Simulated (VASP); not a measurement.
Runs of VASP 6.6.1 on C. The structure is that of space group P6_3/mmc (No. 194), or close to it. The cells are those of the table. 

```tsv
task	cell	cutoff (eV)	gap on the mesh (eV)	pressure (GPa)
single point	a = 2.456, b = 2.456, c = 6.178 Å, angles 90.0, 90.0, 120.0°, 4 atoms	520	none	(b)
single point	a = 2.469, b = 2.469, c = 7.391 Å, angles 90.0, 90.0, 120.0°, 4 atoms	520	none	(a)
single point	a = 2.468, b = 2.468, c = 7.129 Å, angles 90.0, 90.0, 120.0°, 4 atoms	520	none	-0.9
relaxation of shape and atoms at fixed volume	relaxed from a = 2.490, b = 2.490, c = 7.000 Å, angles 90.0, 90.0, 120.0°, 4 atoms	600	none	-1.6
single point	a = 2.452, b = 2.452, c = 5.997 Å, angles 90.0, 90.0, 120.0°, 4 atoms	520	none	8.4
single point	a = 2.463, b = 2.463, c = 6.550 Å, angles 90.0, 90.0, 120.0°, 4 atoms	520	none	1.6
relaxation of shape and atoms at fixed volume	relaxed from a = 2.498, b = 2.498, c = 7.217 Å, angles 90.0, 90.0, 120.0°, 4 atoms	600	none	-1.9
single point	a = 2.460, b = 2.460, c = 6.362 Å, angles 90.0, 90.0, 120.0°, 4 atoms	520	none	3.2
```

Alike in all rows: level PBE+D3(BJ); potentials or basis VASP PAW PBE potentials, release 64 (C); no spin polarisation; k mesh 21 × 21 × 6; smearing gaussian 0.1 eV.

**Question.** Estimate the missing entries.

**Answer.** (a) -1.3; (b) 5.4.

Caveats: the cell stands under pressure (at least some runs).

A gap of «none» marks levels without a gap at the run's occupations.
